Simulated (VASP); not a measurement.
Set up this calculation in VASP 6.6.1, as the native input.

```yaml
Task: single point
Functional: PBE
Potentials_or_basis: VASP PAW PBE potentials, release 64 (Li_sv, Ge_d, N)
Cutoff: 520 eV
k_mesh: 5 × 5 × 5
Occupations: gaussian, width 0.2 eV
Spin: no spin polarisation
Dipole_correction: no
Further_INCAR_settings: ALGO = Normal; EDIFF = 1e-06; NBANDS = 34
```

The structure of Li2Ge2N3 lies in POSCAR:

```
Li2Ge2N3
1.0
   -2.0083436527      2.0083436527      4.7840545638
    2.0083436527     -2.0083436527      4.7840545638
    2.0083436527      2.0083436527     -4.7840545638
Li Ge N
2 2 3
Direct
    0.5000000000      0.0000000000      0.5000000000
    0.0000000000      0.5000000000      0.5000000000
    0.8030431022      0.8030431022      0.0000000000
    0.1969568978      0.1969568978      0.0000000000
    0.7500000000      0.2500000000      0.5000000000
    0.2500000000      0.7500000000      0.5000000000
    0.0000000000      0.0000000000      0.0000000000
```

These files were run (other wordings do the same):

INCAR

```
ALGO     = Normal         # electronic algorithm
EDIFF    = 1E-6           # SCF threshold, eV
ENCUT    = 520            # plane-wave cutoff, eV
GGA      = PE             # functional
ISIF     = 2              # what is computed and relaxed
ISMEAR   = 0              # smearing method
LASPH    = True           # aspherical terms in the spheres
LCHARG   = False          # write CHGCAR
LREAL    = False          # projectors in reciprocal space
LWAVE    = False          # write WAVECAR
NBANDS   = 34             # bands
NELM     = 80             # most SCF steps
PREC     = Accurate       # precision mode
SIGMA    = 0.2            # smearing width, eV
```

KPOINTS

```
k-points
0
Gamma
  5 5 5
```

Potentials or basis: VASP PAW PBE potentials, release 64 (Li_sv, Ge_d, N).

The run is started by

```console
$ cat potpaw_PBE.64/Li_sv/POTCAR potpaw_PBE.64/Ge_d/POTCAR potpaw_PBE.64/N/POTCAR > POTCAR
$ mpirun -np 1 vasp_std > vasp.out
```

Results of the run:

| Item | Value |
| --- | --- |
| Largest force | 0.021 eV/Å |

Caveat: the k points lie up to 0.44 Å⁻¹ apart.

It took 53 s on 1 thread of Intel(R) Xeon(R) Platinum 8488C (Sapphire Rapids), on a shared host, peak memory 0.27 GiB.
